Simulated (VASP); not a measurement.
# CuO (Cc) in VASP: further runs

The runs below take CuO through single point, with r2SCAN.

Everything below comes from runs of VASP 6.6.1. Logs are shortened: lines on timing, memory, paths and dates and some standing lists are left out, and cuts for length are marked.

## 1. The cell of the first run

The structure is monoclinic, space group Cc (No. 9). The conventional cell has a = 4.693 Å, b = 3.428 Å, c = 5.137 Å, α = 90.00°, β = 99.55°, γ = 90.00°. Cu (site symmetry 1) has 4 O at 1.89 to 2.04 Å within 2.5 Å. Within 2.5 Å of O (site symmetry 1) lie 4 Cu at 1.89 to 2.04 Å.

## 2. Single point, r2SCAN, collinear spin

Contents of POSCAR:

```
CuO
1.0
    2.3463500000     -1.7141500000      0.0000000000
    2.3463500000      1.7141500000      0.0000000000
   -0.8519200000      0.0000000000      5.0658700000
Cu O
2 2
Direct
    0.0033000000      0.4967000000      0.0000000000
    0.4967000000      0.0033000000      0.5000000000
    0.5719000000      0.4073000000      0.2602000000
    0.4073000000      0.5719000000      0.7602000000
```

Contents of INCAR.step1:

```
SYSTEM = CuO
PREC = Accurate ; ENCUT = 520
ISMEAR = -1 ; SIGMA = 0.05
LREAL = .FALSE. ; LASPH = .TRUE.
NELM = 150 ; ISPIN = 2
MAGMOM = 1 -1 0 0 ; LMAXMIX = 4
NBANDS = 29 ; GGA = PE
ALGO = Normal ; EDIFF = 1E-4
LWAVE = .TRUE. ; LCHARG = .FALSE.
LUSENCCL = .FALSE.
```

Contents of INCAR.step2:

```
SYSTEM = CuO
PREC = Accurate ; ENCUT = 520
EDIFF = 1E-6 ; ISMEAR = -1
SIGMA = 0.05 ; LREAL = .FALSE.
LASPH = .TRUE. ; NELM = 150
ALGO = Normal ; ISIF = 2
LWAVE = .FALSE. ; LCHARG = .TRUE.
ISPIN = 2 ; MAGMOM = 1 -1 0 0
LORBIT = 11 ; LMAXMIX = 4
METAGGA = R2SCAN ; LMIXTAU = .TRUE.
LELF = .TRUE. ; LVHAR = .TRUE.
NBANDS = 29 ; ISTART = 1
LUSENCCL = .FALSE.
```

Contents of KPOINTS:

```
Automatic mesh
0
G
  7 7 4
  0 0 0
```

Potentials or basis: VASP PAW PBE potentials, release 64 (Cu, O).

Command:

```bash
$ cat potpaw_PBE.64/Cu/POTCAR potpaw_PBE.64/O/POTCAR > POTCAR
$ cp INCAR.step1 INCAR
$ mpirun -np 1 vasp_std > vasp.out
$ cp INCAR.step2 INCAR
$ mpirun -np 1 vasp_std > vasp.out
```

OUTCAR:

```text
SYSTEM = CuO
   PREC = Accurate
   ENCUT = 520
   EDIFF = 1E-6
   ISMEAR = -1
   LREAL = .FALSE.
   LASPH = .TRUE.
   NELM = 150
   ISIF = 2
   ISPIN = 2
   LORBIT = 11
   METAGGA = R2SCAN
   ISTART = 1

 ion  position               nearest neighbor table
   1  0.003  0.497  0.000-   4 1.89   3 1.96   4 1.96   3 2.04
   2  0.497  0.003  0.500-   3 1.89   4 1.96   3 1.96   4 2.04
   3  0.572  0.407  0.260-   2 1.89   1 1.96   2 1.96   1 2.04
   4  0.407  0.572  0.760-   1 1.89   2 1.96   1 1.96   2 2.04

  LATTYP: Found a base centered monoclinic cell.
 ALAT       =     4.6927000000
 B/A-ratio  =     0.7305602318
 C/A-ratio  =     1.0946797482
 COS(beta)  =    -0.1658398665

  Lattice vectors:

 A1 = (   2.3463500000,  -1.7141500000,   0.0000000000)
 A2 = (   2.3463500000,   1.7141500000,   0.0000000000)
 A3 = (  -0.8519200000,   0.0000000000,   5.0658700000)

Analysis of symmetry for initial positions (statically):
=====================================================================
 Subroutine PRICEL returns:
 Original cell was already a primitive cell.

 Routine SETGRP: Setting up the symmetry group for a
 base centered monoclinic supercell.

 Subroutine GETGRP returns: Found  2 space group operations
 (whereof  1 operations were pure point group operations)
 out of a pool of  4 trial point group operations.

The static configuration has the point symmetry C_1 .
 The point group associated with its full space group is C_1h.

Analysis of symmetry for dynamics (positions and initial velocities):
=====================================================================
 Subroutine PRICEL returns:
 Original cell was already a primitive cell.

 Routine SETGRP: Setting up the symmetry group for a
 base centered monoclinic supercell.

 Subroutine GETGRP returns: Found  2 space group operations
 (whereof  1 operations were pure point group operations)
 out of a pool of  4 trial point group operations.

The dynamic configuration has the point symmetry C_1 .
 The point group associated with its full space group is C_1h.

Analysis of structural, dynamic, and magnetic symmetry:
=====================================================================
 Subroutine PRICEL returns:
 Original cell was already a primitive cell.

 Routine SETGRP: Setting up the symmetry group for a
 base centered monoclinic supercell.

 Subroutine GETGRP returns: Found  2 space group operations
 (whereof  1 operations were pure point group operations)
 out of a pool of  4 trial point group operations.

The overall configuration has the point symmetry C_1 .
 The point group associated with its full space group is C_1h.

 Subroutine INISYM returns: Found  2 space group operations
 (whereof  1 operations are pure point group operations),
 and found     1 'primitive' translations

----------------------------------------------------------------------------------------

                                     Primitive cell

  volume of cell :      40.7498

  direct lattice vectors                    reciprocal lattice vectors
     2.346350000 -1.714150000  0.000000000     0.213096938 -0.291689759  0.035836203
     2.346350000  1.714150000  0.000000000     0.213096938  0.291689759  0.035836203
    -0.851920000  0.000000000  5.065870000    -0.000000000  0.000000000  0.197399460

  length of vectors
     2.905799123  2.905799123  5.137003654     0.363011644  0.363011644  0.197399460

  position of ions in fractional coordinates (direct lattice)
     0.003300000  0.496700000  0.000000000
     0.496700000  0.003300000  0.500000000
     0.571900000  0.407300000  0.260200000
     0.407300000  0.571900000  0.760200000

  ion indices of the primitive-cell ions
   primitive index   ion index
                 1           1
                 2           2
                 3           3
                 4           4

----------------------------------------------------------------------------------------

 KPOINTS: Automatic mesh

Automatic generation of k-mesh.
 Grid dimensions read from file:
 generate k-points for:    7    7    4

 Generating k-lattice:

  Cartesian coordinates                     Fractional coordinates (reciprocal lattice)
     0.030442420 -0.041669966  0.005119458     0.142857143  0.000000000  0.000000000
     0.030442420  0.041669966  0.005119458     0.000000000  0.142857143  0.000000000
    -0.000000000  0.000000000  0.049349865     0.000000000  0.000000000  0.250000000

  Length of vectors
     0.051858806  0.051858806  0.049349865

  Shift w.r.t. Gamma in fractional coordinates (k-lattice)
     0.000000000  0.000000000  0.000000000

 Subroutine IBZKPT returns following result:
 ===========================================

 Found     60 irreducible k-points:

 Following reciprocal coordinates:
            Coordinates               Weight
  0.000000  0.000000  0.000000      1.000000
  0.142857  0.000000  0.000000      4.000000
  0.285714  0.000000  0.000000      4.000000
  0.428571  0.000000  0.000000      4.000000
  0.142857  0.142857  0.000000      2.000000
  0.285714  0.142857  0.000000      4.000000
[... 16 lines left out ...]
 -0.142857  0.000000  0.250000      4.000000
  0.142857  0.142857  0.250000      2.000000
 [... further k-points ...]
   k-points           NKPTS =     60   k-points in BZ     NKDIM =     60   number of bands    NBANDS=     29
   number of dos      NEDOS =    301   number of ions     NIONS =      4
   total plane-waves  NPLWV =  23040
   dimension x,y,z NGX =    24 NGY =   24 NGZ =   40
   dimension x,y,z NGXF=    48 NGYF=   48 NGZF=   80
   ions per type =               2   2
   NGX,Y,Z   is equivalent  to a cutoff of  13.73, 13.73, 12.94 a.u.
   NGXF,Y,Z  is equivalent  to a cutoff of  27.46, 27.46, 25.89 a.u.
 SYSTEM =  CuO
   PREC   = accura    normal or accurate (medium, high low for compatibility)
   ISTART =      1    job   : 0-new  1-cont  2-samecut
   ICHARG =      0    charge: 1-file 2-atom 10-const
   ISPIN  =      2    spin polarized calculation?
   LNONCOLLINEAR =      F non collinear calculations
   LSORBIT =      F    spin-orbit coupling
   LASPH  =      T    aspherical Exc in radial PAW
   ENCUT  =  520.0 eV  38.22 Ry    6.18 a.u.   5.40  5.40  9.55*2*pi/ulx,y,z
   NELM   =    150;   NELMIN=  2; NELMDL=  0     # of ELM steps
   EDIFF  = 0.1E-05   stopping-criterion for ELM
   LREAL  =      F    real-space projection
   EDIFFG = 0.1E-04   stopping-criterion for IOM
   NSW    =      0    number of steps for IOM
   IBRION =     -1    ionic relax: 0-MD 1-quasi-New 2-CG
   NFREE  =      0    steps in history (QN), initial steepest desc. (CG)
   ISIF   =      2    stress and relaxation
   ISYM   =      2    0-nonsym 1-usesym 2-fastsym
   POTIM  = 0.5000    time-step for ionic-motion
   TEBEG  =    0.0;   TEEND  =   0.0 temperature during run
   PSTRESS=    0.0 pullay stress
   NELECT =      34.0000    total number of electrons
   NUPDOWN=      -1.0000    fix difference up-down
   EMIN   =  10.00;   EMAX   =-10.00  energy-range for DOS
   EFERMI =   0.00;   METHOD = LEGACY
   ISMEAR =    -1;   SIGMA  =   0.05  broadening in eV -4-tet -1-fermi 0-gaus
   EFERMI_NEDOS =   21; number of points for ismear=-14 and -15
   IALGO  =     38    algorithm
   IMIX   =      4    mixing-type and parameters
     AMIX     =   0.40;   BMIX     =  1.00
     AMIX_MAG =   1.60;   BMIX_MAG =  1.00
  volume/ion in A,a.u.               =      10.19        68.75
  Fermi-wavevector in a.u.,A,eV,Ry     =   1.541201  2.912447 32.317921  2.375300
  Thomas-Fermi vector in A             =   2.647180
   LORBIT       =     11    0 simple, 1 ext, 2 COOP (PROOUT), +10 PAW based schemes
   METAGGA = R2SCAN    functional components
   LHFCALC =     F    Hartree Fock is set to
   AEXX    =    0.0000 exact exchange contribution
   IVDW    =     0    specifies the selected vdW correction
   LEPSILON=     F    determine dielectric tensor
   LRPA    =     F    only Hartree local field effects (RPA)
 spin polarized calculation
  energy-cutoff  :      520.00
  volume of cell :       40.75
 maximum number of plane-waves:      1129
 NGX is ok and might be reduce to    24
   NGX = 11   NGY = 11   NGZ = 19

 number of electron      34.0000000 magnetization       0.0000000

 number of electron      34.0000000 magnetization      -0.0000000

 Free energy of the ion-electron system (eV)
  ---------------------------------------------------
  ext. energy  EPLUGINS =         0.00000000
  ---------------------------------------------------
  free energy    TOTEN  =       -36.30529049 eV

  energy without entropy =      -36.28751692  energy(sigma->0) =      -36.29640371

 E-fermi :   5.4632     XC(G=0): -12.5829

 val. band max:        5.4388102484   @ k =   0.4286   0.2857   0.5000
 cond. band min:       5.4801886786   @ k =   0.1429   0.0000   0.0000
 fundamental gap:      0.0413784301
 Fermi energy:         5.4631840719

 spin component 1

 k-point     1 :       0.0000    0.0000    0.0000
  band No.  band energies     occupation
      1     -15.5794      1.00000
      2     -14.3190      1.00000
      3      -2.8677      1.00000
      4      -0.2876      1.00000
      5       0.0713      1.00000
      6       1.8006      1.00000
[... 757 lines left out ...]
     28      24.4922      0.00000
     29      26.4676      0.00000

 [... further k-points ...]

 spin component 2

 k-point     1 :       0.0000    0.0000    0.0000
  band No.  band energies     occupation
      1     -15.5794      1.00000
      2     -14.3190      1.00000
      3      -2.8677      1.00000
      4      -0.2876      1.00000
      5       0.0713      1.00000
      6       1.8006      1.00000
[... 757 lines left out ...]
     28      24.4922      0.00000
     29      26.4676      0.00000

 [... further k-points ...]
[... 5 lines left out ...]
  --------------------------------------------------------------------------------------
  -------------------------------------------------------------------------------------
  Total       -0.0425254      0.1554630     -0.3350987      0.0000000      0.0000000     -0.5002195
  in kB       -1.6719882      6.1124018    -13.1752129      0.0000000      0.0000000    -19.6673346
  external PRESSURE =      -2.9115998 kB  Pullay stress =       0.0000000 kB

 VOLUME and BASIS-vectors are now :
 -----------------------------------------------------------------------------
  energy-cutoff  :      520.00
  volume of cell :       40.75
      direct lattice vectors                 reciprocal lattice vectors
     2.346350000 -1.714150000  0.000000000     0.213096938 -0.291689759  0.035836203
     2.346350000  1.714150000  0.000000000     0.213096938  0.291689759  0.035836203
    -0.851920000  0.000000000  5.065870000    -0.000000000  0.000000000  0.197399460

 POSITION                                       TOTAL-FORCE (eV/Angst)
 -----------------------------------------------------------------------------------
      1.17318      0.84576      0.00000        -0.679687      0.293715      0.621894
      0.74722     -0.84576      2.53294        -0.679687     -0.293715      0.621894
      2.07588     -0.28215      1.31814         0.679687      0.368697     -0.621894
      1.64992      0.28215      3.85107         0.679687     -0.368697     -0.621894
 -----------------------------------------------------------------------------------
    total drift:                               -0.017011     -0.000000     -0.001237

  FREE ENERGIE OF THE ION-ELECTRON SYSTEM (eV)
  ---------------------------------------------------
  free  energy   TOTEN  =       -36.3052904912 eV

  energy  without entropy=      -36.2875169237  energy(sigma->0) =      -36.29640371

 total charge

# of ion       s       p       d       tot
------------------------------------------
    1        0.380   0.398   9.152   9.929
    2        0.380   0.398   9.152   9.929
    3        1.580   3.412   0.000   4.992
    4        1.580   3.412   0.000   4.992
--------------------------------------------------
tot          3.919   7.619  18.303  29.841

 magnetization (x)

# of ion       s       p       d       tot
------------------------------------------
    1        0.000   0.000   0.000   0.000
    2       -0.000  -0.000  -0.000  -0.000
    3        0.000  -0.000   0.000  -0.000
    4       -0.000   0.000   0.000   0.000
--------------------------------------------------
tot          0.000   0.000   0.000   0.000
```

It took 9.7 min on 1 × NVIDIA H100 80GB with 1 thread of AMD EPYC 7R13 (Zen 3), shared host; peak memory 1.3 GiB.

Results:

| Quantity | Value |
| --- | --- |
| Free energy | -36.3053 eV |
| Pressure | -0.3 GPa |
| Largest force | 0.992 eV/Å |
| Band gap on the k mesh | zero (filled and empty bands overlap) |
| Net moment | 0.00 μB per cell |
| Valence electrons inside the program's atomic spheres | Cu 9.93; O 4.99 |

Forces on the atoms (eV/Å):
```
Cu  -0.680  0.294  0.622
Cu  -0.680 -0.294  0.622
O    0.680  0.369 -0.622
O    0.680 -0.369 -0.622
```

Stress tensor (GPa, compression positive):
```
-0.17  0.00 -1.97
 0.00  0.61  0.00
-1.97  0.00 -1.32
```

Caveat: the PAW data sets were made with another functional, which shifts forces and pressure a little; semilocal functionals often make such compounds metallic where correlation or magnetic order opens a gap, which also shifts bond lengths.

## 3. Single point, r2SCAN, collinear spin

POSCAR is that of step 2.

Contents of INCAR.step1:

```
PREC     = Accurate       # precision mode
ENCUT    = 520            # plane-wave cutoff, eV
ISMEAR   = -1             # smearing method
SIGMA    = 0.05           # smearing width, eV
LREAL    = F              # projectors in reciprocal space
LASPH    = T              # aspherical terms in the spheres
NELM     = 150            # most SCF steps
ISPIN    = 2              # spin polarisation
MAGMOM   = 1 -1 0 0       # initial moments
LMAXMIX  = 4              # l up to which the mixer works
NBANDS   = 29             # bands
GGA      = PE             # functional
ALGO     = Normal         # electronic algorithm
EDIFF    = 1E-4           # SCF threshold, eV
LWAVE    = T              # write WAVECAR
LCHARG   = F              # write CHGCAR
LUSENCCL = F
```

Contents of INCAR.step2:

```
PREC     = Accurate       # precision mode
ENCUT    = 520            # plane-wave cutoff, eV
EDIFF    = 1E-6           # SCF threshold, eV
ISMEAR   = -1             # smearing method
SIGMA    = 0.05           # smearing width, eV
LREAL    = F              # projectors in reciprocal space
LASPH    = T              # aspherical terms in the spheres
NELM     = 150            # most SCF steps
ALGO     = Normal         # electronic algorithm
ISIF     = 2              # what is computed and relaxed
LWAVE    = F              # write WAVECAR
LCHARG   = F              # write CHGCAR
ISPIN    = 2              # spin polarisation
MAGMOM   = 1 -1 0 0       # initial moments
LORBIT   = 11             # projections on sites
LMAXMIX  = 4              # l up to which the mixer works
METAGGA  = R2SCAN         # meta-GGA
LMIXTAU  = T            
NBANDS   = 29             # bands
ISTART   = 1            
LUSENCCL = F
```

Contents of KPOINTS:

```
Automatic mesh
0
Gamma
  7 7 4
```

Potentials or basis: VASP PAW PBE potentials, release 64 (Cu, O).

Command:

```bash
$ cat potpaw_PBE.64/Cu/POTCAR potpaw_PBE.64/O/POTCAR > POTCAR
$ cp INCAR.step1 INCAR
$ mpirun -np 1 vasp_std > vasp.out
$ cp INCAR.step2 INCAR
$ mpirun -np 1 vasp_std > vasp.out
```

Run time: 13 min. Hardware: 1 × NVIDIA H100 80GB with 1 thread of AMD EPYC 7R13 (Zen 3), shared host; peak memory 1.3 GiB.

It converged, with:

```
Free energy                                           : -36.3053 eV
Pressure                                              : -0.3 GPa
Largest force                                         : 0.992 eV/Å
Band gap on the k mesh                                : zero (filled and empty bands overlap)
Net moment                                            : 0.00 μB per cell
Valence electrons inside the program's atomic spheres : Cu 9.93; O 4.99
```

Forces in eV/Å, atoms in the order of the input:
```
Cu  -0.680  0.294  0.622
Cu  -0.680 -0.294  0.622
O    0.680  0.369 -0.622
O    0.680 -0.369 -0.622
```

Stress tensor (GPa, compression positive):
```
-0.17  0.00 -1.97
 0.00  0.61  0.00
-1.97  0.00 -1.32
```

Levels at points of the mesh, in eV from the Fermi level:
Spin up:
```
           k point  band 13  band 14  band 15  band 16  band 17  band 18  band 19  band 20  band 21  band 22
(0.00, 0.00, 0.00)    -2.48    -2.41    -2.29    -1.85     0.20     0.95     2.03     6.57     8.68    14.03
(0.00, 0.00, 0.50)    -2.40    -2.40    -1.63    -1.63     0.26     0.26     4.30     4.30    12.30    12.30
```
Spin down:
```tsv
k point	band 15	band 16	band 17	band 18	band 19	band 20
(0.00, 0.00, 0.00)	-2.29	-1.85	0.20	0.95	2.03	6.57
(0.00, 0.00, 0.50)	-1.63	-1.63	0.26	0.26	4.30	4.30
```

Caveat: the PAW data sets were made with another functional, which shifts forces and pressure a little; semilocal functionals often make such compounds metallic where correlation or magnetic order opens a gap, which also shifts bond lengths. With open d or f shells a metallic result of r2SCAN can be an artefact of self-interaction; +U or a hybrid may open a gap.

(Part 1 of 2 ends here.)

The gap in the log of VASP goes by the Fermi energy; the results here count the filled bands.